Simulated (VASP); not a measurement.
## TaN: relaxation of cell and atoms with PBEsol

TaN:

```
Ta N
1.0
     5.18500    0.00000    0.00000
    -2.59250    4.49034    0.00000
     0.00000    0.00000    2.90800
Ta N
3 3
Direct
  0.00000 0.00000 0.00000
  0.33333 0.66667 0.50000
  0.66667 0.33333 0.50000
  0.50000 0.00000 0.00000
  0.50000 0.50000 0.00000
  0.00000 0.50000 0.00000
```

```yaml
Program: VASP 6.6.1
Task: relaxation of cell and atoms
Functional: PBEsol
Potentials_or_basis: VASP PAW PBE potentials, release 64 (Ta_pv, N)
Cutoff: 600 eV
k_mesh: 12 × 12 × 12
Occupations: gaussian, width 0.1 eV
Spin: no spin polarisation
Dipole_correction: no
Further_INCAR_settings: ALGO = Normal; EDIFF = 1e-06; IBRION = 2; EDIFFG = -0.005; NSW = 100; ISIF = 3
```

```yaml
Relaxed_volume: 11.38 Å³/atom
Relaxed_cell: a = 5.210 Å, b = 5.210 Å, c = 2.906 Å, α = 90.00°, β = 90.00°, γ = 120.00°
Space_group_after_relaxing_to_0.1_Å: P6/mmm (No. 191)
Energy_gained_by_relaxing: 0.9 meV/atom
Ionic_steps: 5
Pressure_after_relaxing: 0.0 GPa
Band_gap_on_the_k_mesh: zero (bands 24 and 25 overlap by 2.18 eV)
```

The path:
```
step  energy change (eV)  largest force (eV/Å)  pressure (GPa)  volume (Å³)
   1              0.0000                0.0000            2.43        67.71
   2              0.0122                0.0000           -5.02        69.40
   3             -0.0046                0.0000           -0.21        68.28
   4             -0.0053                0.0000            0.09        68.31
   5             -0.0055                0.0000           -0.01        68.30
```

Final structure:
```
Ta N
1.0
     5.20954    0.00000    0.00000
    -2.60477    4.51159    0.00000
     0.00000    0.00000    2.90618
Ta N
3 3
Direct
  0.00000 0.00000 0.00000
  0.33333 0.66667 0.50000
  0.66667 0.33333 0.50000
  0.50000 0.00000 0.00000
  0.50000 0.50000 0.00000
  0.00000 0.50000 0.00000
```

Levels at points of the mesh, in eV from the Fermi level:
```tsv
k point	band 21	band 22	band 23	band 24	band 25	band 26	band 27	band 28
(0.00, 0.00, 0.00)	-3.05	-2.53	-2.14	-1.31	-1.31	0.80	0.80	1.11
(0.50, 0.00, 0.00)	-3.44	-2.95	-1.74	-0.76	1.26	1.78	1.81	2.26
(0.00, 0.00, 0.50)	-3.14	-3.14	-1.94	0.82	0.82	1.50	1.66	2.45
(0.50, 0.00, 0.50)	-3.41	-3.13	-2.17	-1.26	1.00	1.30	3.05	3.35
```

Run time: 21 min on 1 × NVIDIA H100 80GB with 1 thread of Intel(R) Xeon(R) Platinum 8481C CPU @ 2.70GHz (Sapphire Rapids) (shared host), peak memory 1.4 GiB.

Caveat: the PAW data sets were made with another functional, which shifts forces and pressure a little; spin-orbit coupling is left out, which moves the levels of the heavy elements. Zero-point motion and thermal expansion aren't in these numbers.
